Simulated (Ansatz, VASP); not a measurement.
# Sb in VASP and in Ansatz

```xyz
2
Lattice="2.1542 1.2437 3.7580 -2.1542 1.2437 3.7580 0.0000 -2.4875 3.7580" Properties=species:S:1:pos:R:3 pbc="T T T"
Sb    0.0000    0.0000    8.6416
Sb    0.0000    0.0000    2.6324
```

Alike in both runs: task relaxation of cell and atoms; functional revPBE; dispersion D3(BJ); k mesh 8 × 8 × 8; occupations fermi-dirac, width 0.05 eV; no spin polarisation.

|  | VASP | Ansatz |
| --- | --- | --- |
| version | VASP 6.6.1 | Ansatz 0.2.0 |
| potentials or method | VASP PAW PBE potentials, release 64 (Sb) | Ansatz PAW |
| plane-wave cutoff (eV) | 600 | 420 |
| valence electrons in the cell | 10 | 30 |

|  | VASP | Ansatz | Ansatz less VASP |
| --- | --- | --- | --- |
| gap on the k mesh at the Fermi level, each at its own relaxed structure (eV) | none | none | - |
| relaxed volume (Å³/atom) | 28.84 | 28.88 | +0.037 |
| relaxed length of the cell vector where the two differ most in proportion (Å) | 4.382 | 4.386 | +0.0042 |

VASP's potentials were made for PBE, not for revPBE. A gap of «none» marks a metal or a gap that the smearing closes. VASP's potentials hold 10 valence electrons a cell and Ansatz's 30, so a difference there can come from the potentials and not from the codes.

Spin-orbit coupling is off throughout. Noted on Ansatz's run: the plane-wave basis is chosen anew once the cell has moved, so the energies of steps on either side of that aren't comparable.
